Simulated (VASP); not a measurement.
Crystal: GeSe3.

```
CELL_PARAMETERS angstrom
-2.21061 2.21061 4.93800
2.21061 -2.21061 4.93800
2.21061 2.21061 -4.93800
ATOMIC_POSITIONS crystal
Ge 0.00000 0.00000 0.00000
Se 0.50000 0.50000 0.00000
Se 0.25000 0.75000 0.50000
Se 0.75000 0.25000 0.50000
```

```yaml
Program: VASP 6.6.1
Task: relaxation of cell and atoms
Functional: PBE
Potentials_or_basis: VASP PAW PBE potentials, release 64 (Ge_d, Se)
Cutoff: 600 eV
k_mesh: 6 × 6 × 6
Occupations: gaussian, width 0.1 eV
Spin: no spin polarisation
```

At the start: pressure -6.6 GPa; volume 24.13 Å³/atom.

**Question.** How do energy, volume and symmetry change on relaxing?

**Answer.** Over 15 steps the energy falls by 331.1 meV/atom and the volume is 26.79 Å³/atom (+11.0 %); space group I4/mmm (No. 139, to 0.1 Å) before and after.

Step by step:
| step | energy change (eV) | largest force (eV/Å) | pressure (GPa) | volume (Å³) |
| --- | --- | --- | --- | --- |
| 1 | 0.0000 | 0.0000 | -6.62 | 96.52 |
| 2 | -0.4429 | 0.0000 | 0.58 | 83.18 |
| 3 | -0.4476 | 0.0000 | 1.45 | 82.04 |
| 4 | -0.5701 | 0.0000 | 1.65 | 82.43 |
| 5 | -0.8346 | 0.0000 | 3.80 | 82.78 |
| 6 | -0.9261 | 0.0000 | -0.06 | 88.99 |
| 7 | -0.9333 | 0.0000 | -1.73 | 92.97 |
| 8 | -1.0027 | 0.0000 | -2.01 | 95.97 |
| 9 | -1.2805 | 0.0000 | -1.51 | 104.37 |
| 10 | -0.9402 | 0.0000 | 2.28 | 118.59 |
| 11 | -1.3205 | 0.0000 | -0.72 | 107.45 |
| 12 | -1.3230 | 0.0000 | -0.46 | 108.27 |
| 13 | -1.3230 | 0.0000 | -0.42 | 108.54 |
| 14 | -1.3240 | 0.0000 | 0.26 | 106.26 |
| 15 | -1.3245 | 0.0000 | 0.09 | 107.15 |

Final structure:
```
CELL_PARAMETERS angstrom
-1.89246 1.89246 7.47950
1.89246 -1.89246 7.47950
1.89246 1.89246 -7.47950
ATOMIC_POSITIONS crystal
Ge 0.00000 0.00000 0.00000
Se 0.50000 0.50000 0.00000
Se 0.25000 0.75000 0.50000
Se 0.75000 0.25000 0.50000
```

Caveat: a cell axis changed by over 15 % at a fixed basis, so the end point is rough.
